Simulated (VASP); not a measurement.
A run of VASP 6.6.1 is set up as follows.

The input INCAR:

```
SYSTEM = MoS2
PREC = Accurate ; ENCUT = 600
EDIFF = 1E-6 ; ISMEAR = -1
SIGMA = 0.05 ; LREAL = .False.
LASPH = .True. ; NELM = 150
ALGO = Normal ; ISIF = 3
LWAVE = .False. ; LCHARG = .False.
LMAXMIX = 4 ; LDAU = .True.
LDAUTYPE = 2 ; LDAUL = 2 -1
LDAUU = 3 0 ; LDAUJ = 0 0
LDAUPRINT = 1 ; GGA = PS
IBRION = 2 ; NSW = 60
EDIFFG = -0.01
```

Contents of KPOINTS:

```
Automatic mesh
0
Gamma
  10 10 2
  0 0 0
```

POSCAR

```
MoS2
1.0
    3.1845414560      0.0000000000      0.0000000000
   -1.5922707280      2.7578938003      0.0000000000
    0.0000000000      0.0000000000     21.6705347200
Mo S
2 4
Direct
    0.3333333333      0.6666666667      0.8511602300
    0.6666666667      0.3333333333      0.1488397700
    0.6666666667      0.3333333333      0.7796253900
    0.3333333333      0.6666666667      0.0772510000
    0.6666666667      0.3333333333      0.9227490000
    0.3333333333      0.6666666667      0.2203746100
```

Potentials or basis: VASP PAW PBE potentials, release 64 (Mo_sv, S).

Run with:

```sh
$ cat potpaw_PBE.64/Mo_sv/POTCAR potpaw_PBE.64/S/POTCAR > POTCAR
$ mpirun -np 1 vasp_std > vasp.out
```

(1) Predict the relaxed cell.

(2) Predict the space group after relaxing (to 0.1 Å).

## Answers

(1) a = 3.153 Å, b = 3.153 Å, c = 21.257 Å, α = 90.00°, β = 90.00°, γ = 120.00°.

(2) P-3m1 (No. 164).

Caveat: there is no dipole correction, which matters where the two faces differ; the relaxation moved the vacuum too, so the length across it says nothing of the material.
